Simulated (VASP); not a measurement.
# PtSe2 in VASP: notebook

PtSe2 is run at these levels: PBE+D3(BJ); tasks: single point.

Everything below comes from runs of VASP 6.6.1. Logs are shortened: lines on timing, memory, paths and dates and some standing lists are left out, and cuts for length are marked.

## 1. The cell of the first run

The cell holds a slab with vacuum, 6 atoms: a = 3.707 Å, b = 3.707 Å, c = 22.798 Å, α = 90.00°, β = 90.00°, γ = 120.00°.

## 2. Single point, PBE+D3(BJ) (layers slid over each other)

INCAR reads:

```
SYSTEM = PtSe2
PREC     = Accurate       ! precision mode
ENCUT    = 520            ! plane-wave cutoff, eV
EDIFF    = 1E-7           ! SCF threshold, eV
ISMEAR   = 0              ! smearing method
SIGMA    = 0.05           ! smearing width, eV
LREAL    = .False.        ! projectors in reciprocal space
LASPH    = .True.         ! aspherical terms in the spheres
NELM     = 60             ! most SCF steps
ALGO     = Normal         ! electronic algorithm
ISIF     = 2              ! what is computed and relaxed
LWAVE    = .False.        ! write WAVECAR
LCHARG   = .True.         ! write CHGCAR
LDIPOL   = .True.       
IDIPOL   = 3            
DIPOL    = 0.5 0.5 0.395
GGA      = PE             ! functional
IVDW     = 12             ! dispersion correction
LELF     = .True.         ! ELF
LVHAR    = .True.       
LVACPOTAV= .True.       
NBANDS   = 31             ! bands
```

KPOINTS reads:

```
Automatic mesh
0
Gamma
  9 9 1
  0 0 0
```

POSCAR reads:

```
PtSe2
1.0
    3.7070357730      0.0000000000      0.0000000000
   -1.8535178865      3.2103871521      0.0000000000
    0.0000000000      0.0000000000     22.7981619012
Se Pt
4 2
Direct
    0.6666666667      0.3333333333      0.1973843339
    0.3333333333      0.6666666667      0.3135814625
    0.3333333333      1.0000000000      0.4763138799
    0.0000000000      1.3333333333      0.5925110086
    0.0000000000      0.0000000000      0.2554828982
   -0.3333333333      0.6666666667      0.5344124442
```

Potentials or basis: VASP PAW PBE potentials, release 64 (Se, Pt).

The run is started by

```sh
cat potpaw_PBE.64/Se/POTCAR potpaw_PBE.64/Pt/POTCAR > POTCAR
mpirun -np 1 vasp_std > vasp.out
```

OUTCAR:

```text
SYSTEM = PtSe2
   PREC = Accurate
   ENCUT = 520
   EDIFF = 1E-7
   ISMEAR = 0
   LREAL = .False.
   LASPH = .True.
   NELM = 60
   ISIF = 2
   GGA = PE
   IVDW = 12
 IVDW          = 12

 ion  position               nearest neighbor table
   1  0.667  0.333  0.197-   5 2.52   5 2.52   5 2.52
   2  0.333  0.667  0.314-   5 2.52   5 2.52   5 2.52
   3  0.333  0.000  0.476-   6 2.52   6 2.52   6 2.52
   4  0.000  0.333  0.593-   6 2.52   6 2.52   6 2.52
   5  0.000  0.000  0.255-   2 2.52   1 2.52   2 2.52   1 2.52   2 2.52   1 2.52
   6  0.667  0.667  0.534-   3 2.52   3 2.52   3 2.52   4 2.52   4 2.52   4 2.52

  LATTYP: Found a hexagonal cell.
 ALAT       =     3.7070357730
 C/A-ratio  =     6.1499708385

  Lattice vectors:

 A1 = (   3.7070357730,   0.0000000000,   0.0000000000)
 A2 = (  -1.8535178865,   3.2103871521,   0.0000000000)
 A3 = (   0.0000000000,   0.0000000000,  22.7981619012)

Analysis of symmetry for initial positions (statically):
=====================================================================
 Subroutine PRICEL returns:
 Original cell was already a primitive cell.

 Routine SETGRP: Setting up the symmetry group for a
 hexagonal supercell.

 Subroutine GETGRP returns: Found  2 space group operations
 (whereof  1 operations were pure point group operations)
 out of a pool of 24 trial point group operations.

The static configuration has the point symmetry C_1 .
 The point group associated with its full space group is S_2 .

Analysis of symmetry for dynamics (positions and initial velocities):
=====================================================================
 Subroutine PRICEL returns:
 Original cell was already a primitive cell.

 Routine SETGRP: Setting up the symmetry group for a
 hexagonal supercell.

 Subroutine GETGRP returns: Found  2 space group operations
 (whereof  1 operations were pure point group operations)
 out of a pool of 24 trial point group operations.

The dynamic configuration has the point symmetry C_1 .
 The point group associated with its full space group is S_2 .

 Subroutine INISYM returns: Found  2 space group operations
 (whereof  1 operations are pure point group operations),
 and found     1 'primitive' translations

----------------------------------------------------------------------------------------

                                     Primitive cell

  volume of cell :     271.3214

  direct lattice vectors                    reciprocal lattice vectors
     3.707035773  0.000000000  0.000000000     0.269757310  0.155744456  0.000000000
    -1.853517886  3.210387152  0.000000000     0.000000000  0.311488912  0.000000000
     0.000000000  0.000000000 22.798161901     0.000000000  0.000000000  0.043863185

  length of vectors
     3.707035773  3.707035773 22.798161901     0.311488912  0.311488912  0.043863185

  position of ions in fractional coordinates (direct lattice)
     0.666666667  0.333333333  0.197384334
     0.333333333  0.666666667  0.313581462
     0.333333333  0.000000000  0.476313880
     1.000000000  0.333333333  0.592511009
     0.000000000  0.000000000  0.255482898
     0.666666667  0.666666667  0.534412444

  ion indices of the primitive-cell ions
   primitive index   ion index
                 1           1
                 2           2
                 3           3
                 4           4
                 5           5
                 6           6

----------------------------------------------------------------------------------------

 KPOINTS: Automatic mesh

Automatic generation of k-mesh.
 Grid dimensions read from file:
 generate k-points for:    9    9    1

 Generating k-lattice:

  Cartesian coordinates                     Fractional coordinates (reciprocal lattice)
     0.029973034  0.017304940  0.000000000     0.111111111  0.000000000  0.000000000
     0.000000000  0.034609879  0.000000000     0.000000000  0.111111111  0.000000000
     0.000000000  0.000000000  0.043863185     0.000000000  0.000000000  1.000000000

  Length of vectors
     0.034609879  0.034609879  0.043863185

  Shift w.r.t. Gamma in fractional coordinates (k-lattice)
     0.000000000  0.000000000  0.000000000

 Subroutine IBZKPT returns following result:
 ===========================================

 Found     41 irreducible k-points:

 Following reciprocal coordinates:
            Coordinates               Weight
  0.000000  0.000000  0.000000      1.000000
  0.111111  0.000000  0.000000      2.000000
  0.000000  0.111111  0.000000      2.000000
 -0.111111  0.111111  0.000000      2.000000
  0.222222 -0.000000  0.000000      2.000000
  0.000000  0.222222  0.000000      2.000000
[... 16 lines left out ...]
  0.333333  0.111111  0.000000      2.000000
 -0.111111  0.444444  0.000000      2.000000
 [... further k-points ...]
   k-points           NKPTS =     41   k-points in BZ     NKDIM =     41   number of bands    NBANDS=     31
   number of dos      NEDOS =    301   number of ions     NIONS =      6
   total plane-waves  NPLWV = 141120
   dimension x,y,z NGX =    28 NGY =   28 NGZ =  180
   dimension x,y,z NGXF=    56 NGYF=   56 NGZF=  360
   ions per type =               4   2
   NGX,Y,Z   is equivalent  to a cutoff of  12.56, 12.56, 13.13 a.u.
   NGXF,Y,Z  is equivalent  to a cutoff of  25.11, 25.11, 26.25 a.u.
 SYSTEM =  PtSe2
   PREC   = accura    normal or accurate (medium, high low for compatibility)
   ISTART =      0    job   : 0-new  1-cont  2-samecut
   ICHARG =      2    charge: 1-file 2-atom 10-const
   ISPIN  =      1    spin polarized calculation?
   LNONCOLLINEAR =      F non collinear calculations
   LSORBIT =      F    spin-orbit coupling
   LASPH  =      T    aspherical Exc in radial PAW
   ENCUT  =  520.0 eV  38.22 Ry    6.18 a.u.   6.89  6.89 42.39*2*pi/ulx,y,z
   NELM   =     60;   NELMIN=  2; NELMDL= -5     # of ELM steps
   EDIFF  = 0.1E-06   stopping-criterion for ELM
   LREAL  =      F    real-space projection
   EDIFFG = 0.1E-05   stopping-criterion for IOM
   NSW    =      0    number of steps for IOM
   IBRION =     -1    ionic relax: 0-MD 1-quasi-New 2-CG
   NFREE  =      0    steps in history (QN), initial steepest desc. (CG)
   ISIF   =      2    stress and relaxation
   ISYM   =      2    0-nonsym 1-usesym 2-fastsym
   POTIM  = 0.5000    time-step for ionic-motion
   TEBEG  =    0.0;   TEEND  =   0.0 temperature during run
   PSTRESS=    0.0 pullay stress
   NELECT =      44.0000    total number of electrons
   NUPDOWN=      -1.0000    fix difference up-down
   EMIN   =  10.00;   EMAX   =-10.00  energy-range for DOS
   EFERMI =   0.00;   METHOD = LEGACY
   ISMEAR =     0;   SIGMA  =   0.05  broadening in eV -4-tet -1-fermi 0-gaus
   EFERMI_NEDOS =   21; number of points for ismear=-14 and -15
   IALGO  =     38    algorithm
   IMIX   =      4    mixing-type and parameters
     AMIX     =   0.40;   BMIX     =  1.00
     AMIX_MAG =   1.60;   BMIX_MAG =  1.00
  volume/ion in A,a.u.               =      45.22       305.16
  Fermi-wavevector in a.u.,A,eV,Ry     =   0.892752  1.687058 10.843938  0.797007
  Thomas-Fermi vector in A             =   2.014742
   LORBIT       =      0    0 simple, 1 ext, 2 COOP (PROOUT), +10 PAW based schemes
   GGA     = PE    functional components
   LHFCALC =     F    Hartree Fock is set to
   AEXX    =    0.0000 exact exchange contribution
   IVDW    =    12    specifies the selected vdW correction
   LEPSILON=     F    determine dielectric tensor
   LRPA    =     F    only Hartree local field effects (RPA)
 non-spin polarized calculation
 Gauss-broadening in eV      SIGMA  =   0.05
  energy-cutoff  :      520.00
  volume of cell :      271.32
 maximum number of plane-waves:      7334
   NGX = 13   NGY = 13   NGZ = 85

 dipolmoment           0.000000      0.000000      0.000009 electrons x Angstroem

 number of electron      44.0000001 magnetization

 dipolmoment           0.000000      0.000000     -0.000000 electrons x Angstroem

 Free energy of the ion-electron system (eV)
  ---------------------------------------------------
  ext. energy  EPLUGINS =         0.00000000
  ---------------------------------------------------
  free energy    TOTEN  =       -28.57189376 eV

  energy without entropy =      -28.57189376  energy(sigma->0) =      -28.57189376

 E-fermi :  -0.2681     XC(G=0):  -5.5296

 val. band max:       -0.4919913923   @ k =  -0.2222   0.1111   0.0000
 cond. band min:       0.5399265704   @ k =   0.2222  -0.0000   0.0000
 fundamental gap:      1.0319179627
 Fermi energy:        -0.2681296730

 k-point     1 :       0.0000    0.0000    0.0000
  band No.  band energies     occupation
      1     -14.7461      2.00000
      2     -14.7116      2.00000
      3     -13.0012      2.00000
      4     -12.9292      2.00000
      5      -5.9602      2.00000
      6      -5.7751      2.00000
[... 23 lines left out ...]
     30       4.8795      0.00000
     31       4.9460      0.00000

 k-point     2 :       0.1111    0.0000    0.0000
  band No.  band energies     occupation
      1     -14.6139      2.00000
      2     -14.5791      2.00000
      3     -13.0049      2.00000
      4     -12.9371      2.00000
      5      -5.8637      2.00000
      6      -5.7946      2.00000
[... 23 lines left out ...]
     30       5.5641      0.00000
     31       5.5907      0.00000

 k-point     3 :       0.0000    0.1111    0.0000
  band No.  band energies     occupation
      1     -14.6137      2.00000
      2     -14.5793      2.00000
      3     -13.0044      2.00000
      4     -12.9376      2.00000
      5      -5.8633      2.00000
      6      -5.7943      2.00000
[... 703 lines left out ...]
     30       6.3031      0.00000
     31       6.7738      0.00000

 k-point    24 :      -0.1111    0.4444    0.0000
  band No.  band energies     occupation
      1     -13.4678      2.00000
      2     -13.4401      2.00000
      3     -13.0524      2.00000
      4     -13.0245      2.00000
      5      -6.3593      2.00000
      6      -6.3184      2.00000
[... 23 lines left out ...]
     30       6.3886      0.00000
     31       6.7481      0.00000

 [... further k-points ...]

------------------------ aborting loop because EDIFF is reached ----------------------------------------

 Edisp (eV)   -2.02899

 E8    (eV) :    -0.8999

  FORCE on cell =-STRESS in cart. coord.  units (eV):
  Direction    XX          YY          ZZ          XY          YZ          ZX
  --------------------------------------------------------------------------------------
  -------------------------------------------------------------------------------------
  Total      -0.19082    -0.12701    -0.65578    -0.00900     0.08274    -0.05513
  in kB      -1.12681    -0.75001    -3.87244    -0.05317     0.48858    -0.32553
  external pressure =       -1.92 kB  Pullay stress =        0.00 kB

 VOLUME and BASIS-vectors are now :
 -----------------------------------------------------------------------------
  energy-cutoff  :      520.00
  volume of cell :      271.32
      direct lattice vectors                 reciprocal lattice vectors
     3.707035773  0.000000000  0.000000000     0.269757310  0.155744456  0.000000000
    -1.853517886  3.210387152  0.000000000     0.000000000  0.311488912  0.000000000
     0.000000000  0.000000000 22.798161901     0.000000000  0.000000000  0.043863185

 POSITION                                       TOTAL-FORCE (eV/Angst)
 -----------------------------------------------------------------------------------
      1.85352      1.07013      4.50000         0.004936     -0.011166     -0.000135
     -0.00000      2.14026      7.14908         0.005576     -0.017834      0.066327
      1.23568      0.00000     10.85908        -0.005576      0.017834     -0.066327
     -0.61784      1.07013     13.50816        -0.004936      0.011166      0.000135
      0.00000      0.00000      5.82454        -0.001449      0.013406      0.056797
      1.23568      2.14026     12.18362         0.001449     -0.013406     -0.056797
 -----------------------------------------------------------------------------------
    total drift:                                0.000004      0.000006     -0.000009

  FREE ENERGIE OF THE ION-ELECTRON SYSTEM (eV)
  ---------------------------------------------------
  free  energy   TOTEN  =       -30.6008793166 eV

  energy  without entropy=      -30.6008793166  energy(sigma->0) =      -30.60087932

 vacuum level on the upper side and lower side of the slab         4.978         4.978
```

It took 5.6 min on 1 thread of AMD EPYC 9R45 (Zen 5), shared host; peak memory 0.53 GiB.

What came out:

| Quantity | Value |
| --- | --- |
| Free energy | -30.6009 eV |
| Largest force | 0.069 eV/Å |
| Band gap on the k mesh | 1.03 eV (least direct gap 1.19 eV) |
| Dispersion energy per atom | -0.338 eV |

Forces in eV/Å, atoms in the order of the input:
```
Se   0.005 -0.011  0.000
Se   0.006 -0.018  0.066
Se  -0.006  0.018 -0.066
Se  -0.005  0.011  0.000
Pt  -0.001  0.013  0.057
Pt   0.001 -0.013 -0.057
```

Levels at points of the mesh, in eV from the valence-band top:
```tsv
k point	band 18	band 19	band 20	band 21	band 22	band 23	band 24	band 25	band 26	band 27
(0.00, 0.00, 0.00)	-0.45	-0.20	-0.20	-0.18	-0.18	2.75	2.75	2.79	2.79	4.32
```

Caveat: the cell differs from its parent crystal (layers slid over each other); spin-orbit coupling is left out, which moves the levels of the heavy elements.

(Part 1 of 2 ends here.)
